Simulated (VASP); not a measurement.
Write the native input for VASP 6.6.1 that does the following.

- Task: single point
- Functional: PBE
- Potentials or basis: VASP PAW PBE potentials, release 64 (Ba_sv, S)
- Cutoff: 520 eV
- k mesh: 4 × 4 × 4
- Occupations: gaussian, width 0.01 eV
- Spin: no spin polarisation
- Dipole correction: no
- Further INCAR settings: ALGO = Normal; EDIFF = 1e-06; NBANDS = 15

The structure of BaS lies in POSCAR:

```
BaS
1.0
    0.0000000000      3.3723856691      3.3723856691
    3.3723856691      0.0000000000      3.3723856691
    3.3723856691      3.3723856691      0.0000000000
Ba S
1 1
Direct
    0.0000000000      0.0000000000      0.0000000000
    0.5000000000      0.5000000000      0.5000000000
```

This cell differs from its parent crystal: strain +5.0%.

One way to write it, as run:

INCAR

```
  PREC = Accurate
  ENCUT = 520
  EDIFF = 1E-6
  ISMEAR = 0
  SIGMA = 0.01
  LREAL = F
  LASPH = T
  NELM = 100
  ALGO = Normal
  ISIF = 2
  LWAVE = F
  LCHARG = F
  GGA = PE
  NBANDS = 15
```

KPOINTS

```
Automatic mesh
0
Gamma
  4 4 4
```

Potentials or basis: VASP PAW PBE potentials, release 64 (Ba_sv, S).

Run with:

```console
$ cat potpaw_PBE.64/Ba_sv/POTCAR potpaw_PBE.64/S/POTCAR > POTCAR
$ mpirun -np 1 vasp_std > vasp.out
```

It gave:

| Item | Value |
| --- | --- |
| Pressure | -4.0 GPa |
| Band gap on the k mesh | 2.30 eV, indirect (least direct gap 2.50 eV) |

Caveat: the cell differs from its parent crystal (strain +5.0%); spin-orbit coupling is left out, which moves the levels of the heavy elements.

Run time: 7.8 s on 1 thread of AMD EPYC 9R45 96-Core Processor (Zen 5), with other jobs on the host, peak memory 0.17 GiB.
